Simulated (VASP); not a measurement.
Wanted: the native input for a VASP 6.6.1 run.

```yaml
Task: relaxation of cell and atoms
Functional: PBE
Potentials_or_basis: VASP PAW PBE potentials, release 64 (Mg, O)
Cutoff: 600 eV
k_mesh: 11 × 11 × 11
Occupations: fermi-dirac, width 0.05 eV
Spin: no spin polarisation
Dipole_correction: no
Further_INCAR_settings: ALGO = Normal; EDIFF = 1e-06; IBRION = 2; EDIFFG = -0.005; NSW = 80; ISIF = 3
```

The structure of MgO lies in POSCAR:

```
MgO
1.0
    0.0000000000      2.0970013927      2.0970013927
    2.0970013927      0.0000000000      2.0970013927
    2.0970013927      2.0970013927      0.0000000000
Mg O
1 1
Direct
    0.0000000000      0.0000000000      0.0000000000
    0.5000000000      0.5000000000      0.5000000000
```

One way to write it, as run:

INCAR

```
PREC = Accurate
ENCUT = 600
EDIFF = 1E-6
ISMEAR = -1
SIGMA = 0.05
LREAL = False
LASPH = True
NELM = 100
ALGO = Normal
ISIF = 3
LWAVE = False
LCHARG = False
GGA = PE
IBRION = 2
NSW = 80
EDIFFG = -0.005
```

KPOINTS

```
Automatic mesh
0
Gamma
  11 11 11
```

Potentials or basis: VASP PAW PBE potentials, release 64 (Mg, O).

Command:

```sh
$ cat potpaw_PBE.64/Mg/POTCAR potpaw_PBE.64/O/POTCAR > POTCAR
$ mpirun -np 1 vasp_std > vasp.out
```

Results of the run:

```json
{
 "Relaxed volume": "9.56 Å³/atom",
 "Relaxed cell": "a = 3.002 Å, b = 3.002 Å, c = 3.002 Å, α = 60.00°, β = 60.00°, γ = 60.00°",
 "Space group after relaxing (to 0.05 Å)": "Fm-3m (No. 225)",
 "Energy gained by relaxing": "6.1 meV/atom",
 "Ionic steps": "3",
 "Pressure after relaxing": "0.0 GPa",
 "Band gap on the k mesh": "4.50 eV, direct"
}
```

Run time: 11 s on 1 thread of Intel Xeon 6975P-C, on a shared host, peak memory 0.15 GiB.
